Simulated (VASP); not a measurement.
Wanted: the native input for a VASP 6.6.1 run.

```yaml
Task: single point
Functional: PBEsol
Potentials_or_basis: VASP PAW PBE potentials, release 64 (F, Na_pv, B)
Cutoff: 520 eV
k_mesh: 2 × 2 × 2, shifted
Occupations: fermi-dirac, width 0.05 eV
Spin: no spin polarisation
Dipole_correction: no
Further_INCAR_settings: LREAL = Auto; ALGO = Normal; EDIFF = 1e-06; NBANDS = 68
```

The structure of Na7BF8 (a cell with a defect) lies in POSCAR:

```
Na7BF8
1.0
    9.2600000000      0.0000000000      0.0000000000
    0.0000000000      4.6300000000      0.0000000000
    0.0000000000      0.0000000000      4.6300000000
F Na B
8 7 1
Direct
    0.2597790000      0.0031410000      0.9941440000
    0.7454850000      0.9975810000      0.0000590000
    0.9980290000      0.4983450000      0.0015450000
    0.5046510000      0.5135400000      0.9858810000
    0.9989590000      0.0029910000      0.4971140000
    0.5011560000      0.0047000000      0.4948590000
    0.2549070000      0.5006350000      0.4999970000
    0.7478500000      0.5013930000      0.4948930000
    0.9984040000      0.0015640000      0.9783560000
    0.4975650000      0.0046850000      0.9916460000
    0.2461210000      0.4849350000      0.0035660000
    0.7512180000      0.5001620000      0.9970240000
    0.2497080000      0.0108900000      0.4916220000
    0.7459970000      0.0018410000      0.5050830000
    0.9963900000      0.5038210000      0.4989070000
    0.5021840000      0.4927410000      0.5093690000
```

These files were run (other wordings do the same):

INCAR

```
SYSTEM = Na7BF8
  PREC = Accurate
  ENCUT = 520
  EDIFF = 1E-6
  ISMEAR = -1
  SIGMA = 0.05
  LREAL = Auto
  LASPH = .True.
  NELM = 80
  ALGO = Normal
  ISIF = 2
  LWAVE = .False.
  LCHARG = .True.
  GGA = PS
  LELF = .True.
  LVHAR = .True.
  NBANDS = 68
```

KPOINTS

```
Automatic mesh
0
Gamma
  2 2 2
  0.5 0.5 0.5
```

Potentials or basis: VASP PAW PBE potentials, release 64 (F, Na_pv, B).

Run with:

```console
$ cat potpaw_PBE.64/F/POTCAR potpaw_PBE.64/Na_pv/POTCAR potpaw_PBE.64/B/POTCAR > POTCAR
$ mpirun -np 1 vasp_std > vasp.out
```

It gave:

| Item | Value |
| --- | --- |
| Pressure | -0.8 GPa |
| Largest force | 0.566 eV/Å |
| Band gap on the k mesh | 4.29 eV |

Caveat: the k points lie up to 0.68 Å⁻¹ apart; the PAW data sets were made with another functional, which shifts forces and pressure a little.

It took 3.5 min on 1 thread of AMD EPYC 7R43 64-Core Processor (Zen 3) (shared host), peak memory 0.25 GiB.
